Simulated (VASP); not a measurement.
A run of VASP 6.6.1 is set up as follows.

The input POSCAR:

```
MnO
1.0
    0.0000000000      2.2239077028      2.2239077028
    2.2239077028      0.0000000000      2.2239077028
    2.2239077028      2.2239077028      0.0000000000
Mn O
1 1
Direct
    0.0000000000      0.0000000000      0.0000000000
    0.5000000000      0.5000000000      0.5000000000
```

The input INCAR.step1:

```
SYSTEM = MnO
PREC     = Accurate       ! precision mode
ENCUT    = 520            ! plane-wave cutoff, eV
EDIFF    = 1E-7           ! SCF threshold, eV
ISMEAR   = -1             ! smearing method
SIGMA    = 0.05           ! smearing width, eV
LREAL    = .FALSE.        ! projectors in reciprocal space
LASPH    = .TRUE.         ! aspherical terms in the spheres
NELM     = 150            ! most SCF steps
ALGO     = Normal         ! electronic algorithm
ISIF     = 2              ! what is computed and relaxed
LWAVE    = .FALSE.        ! write WAVECAR
LCHARG   = .TRUE.         ! write CHGCAR
ISPIN    = 2              ! spin polarisation
MAGMOM   = 4 0            ! initial moments
LMAXMIX  = 4              ! l up to which the mixer works
GGA      = PE             ! functional
NBANDS   = 20             ! bands
```

KPOINTS.step1

```
Automatic mesh
0
G
  10 10 10
  0 0 0
```

The input INCAR.step2:

```
SYSTEM = MnO
PREC     = Accurate       ! precision mode
ENCUT    = 520            ! plane-wave cutoff, eV
EDIFF    = 1E-7           ! SCF threshold, eV
ISMEAR   = -5             ! smearing method
SIGMA    = 0.05           ! smearing width, eV
LREAL    = .FALSE.        ! projectors in reciprocal space
LASPH    = .TRUE.         ! aspherical terms in the spheres
NELM     = 150            ! most SCF steps
ALGO     = Normal         ! electronic algorithm
ISIF     = 2              ! what is computed and relaxed
LWAVE    = .FALSE.        ! write WAVECAR
LCHARG   = .FALSE.        ! write CHGCAR
ISPIN    = 2              ! spin polarisation
MAGMOM   = 4 0            ! initial moments
LORBIT   = 10             ! projections on sites
LMAXMIX  = 4              ! l up to which the mixer works
GGA      = PE             ! functional
NBANDS   = 20             ! bands
NEDOS    = 1001           ! points of the DOS
ICHARG   = 11             ! starting density
```

Contents of KPOINTS.step2:

```
Automatic mesh
0
G
  15 15 15
  0 0 0
```

Potentials or basis: VASP PAW PBE potentials, release 64 (Mn_pv, O).

Run with:

```bash
$ cat potpaw_PBE.64/Mn_pv/POTCAR potpaw_PBE.64/O/POTCAR > POTCAR
$ cp INCAR.step1 INCAR
$ cp KPOINTS.step1 KPOINTS
$ mpirun -np 1 vasp_std > vasp.out
$ cp INCAR.step2 INCAR
$ cp KPOINTS.step2 KPOINTS
$ mpirun -np 1 vasp_std > vasp.out
```

(1) Estimate the net moment.

(2) Estimate the site moments.

Results:

(1) 4.79 μB per cell.

(2) Mn +4.35; O +0.20 μB.

Caveat: a cell with one magnetic atom can't hold antiferromagnetic order, which such compounds often take.
